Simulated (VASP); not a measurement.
Here is a VASP 6.6.1 calculation.

File INCAR:

```
PREC = Accurate ; ENCUT = 520
EDIFF = 1E-6 ; ISMEAR = 0
SIGMA = 0.1 ; LREAL = False
LASPH = True ; NELM = 100
ALGO = Normal ; ISIF = 2
LWAVE = False ; LCHARG = False
LDIPOL = True ; IDIPOL = 3
DIPOL = 0.5 0.5 0.270 ; GGA = PE
NBANDS = 15
```

File KPOINTS:

```
regular mesh
0
Gamma
  18 18 1
```

The input POSCAR:

```
CuH3
1.0
    2.5107104594      0.0000000000      0.0000000000
    0.0000000000      2.5107104594      0.0000000000
    0.0000000000      0.0000000000     31.3935222820
Cu H
1 3
Direct
    0.5000000000      0.5000000000      0.2132775870
    0.0000000000      0.0000000000      0.2129248895
    0.0000000000      0.0000000000      0.3394303463
    0.0000000000      0.0000000000      0.3156696168
```

Potentials or basis: VASP PAW PBE potentials, release 64 (Cu, H).

Run with:

```bash
$ cat potpaw_PBE.64/Cu/POTCAR potpaw_PBE.64/H/POTCAR > POTCAR
$ mpirun -np 1 vasp_std > vasp.out
```

Task: Predict the largest force.

Result: 0.012 eV/Å.

Task: Predict the band gap on the k mesh.

Result: Zero (band 7 reaches -0.13 eV, above the bottom of band 8 at -3.45 eV).

Forces on the atoms (eV/Å):
```
Cu   0.000  0.000  0.002
H    0.000  0.000 -0.002
H    0.000  0.000 -0.012
H    0.000  0.000  0.012
```
